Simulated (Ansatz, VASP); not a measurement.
# One calculation of CdF2, two programs

```
CELL_PARAMETERS angstrom
0.00000 2.74070 2.74070
2.74070 0.00000 2.74070
2.74070 2.74070 0.00000
ATOMIC_POSITIONS crystal
Cd 0.00000 0.00000 0.00000
F 0.25000 0.25000 0.25000
F 0.75000 0.75000 0.75000
```

Alike in both runs: task single point; functional PBE; k mesh 8 × 8 × 8; occupations gaussian, width 0.02 eV; non-collinear spin, spin-orbit coupling.

```csv
,VASP,Ansatz
version,VASP 6.6.1,Ansatz 0.2.0
potentials or method,"VASP PAW PBE potentials, release 64 (Cd, F), cutoff 600 eV","plane waves, PAW"
valence electrons in the cell,26,34
```

```csv
,VASP,Ansatz,Ansatz less VASP
pressure (GPa),0.4,0.0,-0.38
net moment per atom (μB),0.00,0.00,0.000
```

VASP's potentials hold 26 valence electrons a cell and Ansatz's 34, so a difference there can come from the potentials and not from the codes.
